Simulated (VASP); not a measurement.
Wanted: the native input for a VASP 6.6.1 run.

* Task: single point
* Functional: PBEsol
* Dispersion: D3(BJ)
* Potentials or basis: VASP PAW PBE potentials, release 64 (Ca_sv)
* Cutoff: 500 eV
* k mesh: 5 × 5 × 5
* Occupations: fermi-dirac, width 0.02 eV
* Spin: no spin polarisation
* Dipole correction: no
* Further INCAR settings: ALGO = Normal; EDIFF = 1e-06; NBANDS = 11

The structure of Ca lies in POSCAR:

```
Ca
1.0
    4.3348360000      0.0000000000      0.0000000000
    0.0000000000      4.3348360000      0.0000000000
    0.0000000000      0.0000000000      4.3348360000
Ca
1
Direct
    0.0000000000      0.0000000000      0.0000000000
```

This isn't the form of Ca at room conditions, which is fcc.

These files were run (other wordings do the same):

INCAR

```
SYSTEM = Ca
ALGO     = Normal         ! electronic algorithm
EDIFF    = 1E-6           ! SCF threshold, eV
ENCUT    = 500            ! plane-wave cutoff, eV
GGA      = PS             ! functional
GGA_COMPAT= .FALSE.      
ISIF     = 2              ! what is computed and relaxed
ISMEAR   = -1             ! smearing method
IVDW     = 12             ! dispersion correction
LASPH    = .TRUE.         ! aspherical terms in the spheres
LCHARG   = .TRUE.         ! write CHGCAR
LELF     = .TRUE.         ! ELF
LREAL    = .FALSE.        ! projectors in reciprocal space
LVHAR    = .TRUE.       
LWAVE    = .FALSE.        ! write WAVECAR
NBANDS   = 11             ! bands
NELM     = 120            ! most SCF steps
PREC     = Accurate       ! precision mode
SIGMA    = 0.02           ! smearing width, eV
```

KPOINTS

```
k-points
0
G
  5 5 5
  0 0 0
```

Potentials or basis: VASP PAW PBE potentials, release 64 (Ca_sv).

The run is started by

```console
$ cat potpaw_PBE.64/Ca_sv/POTCAR > POTCAR
$ mpirun -np 1 vasp_std > vasp.out
```

Results of the run:

```json
{"Pressure": "-1.8 GPa", "Band gap on the k mesh": "zero (bands 5 and 6 overlap by 0.48 eV)", "Dispersion energy per atom": "-0.133 eV"}
```

Caveat: the PAW data sets were made with another functional, which shifts forces and pressure a little.

Run time: 14 s on 1 thread of Intel Xeon 8259CL, on a shared host, peak memory 0.17 GiB.
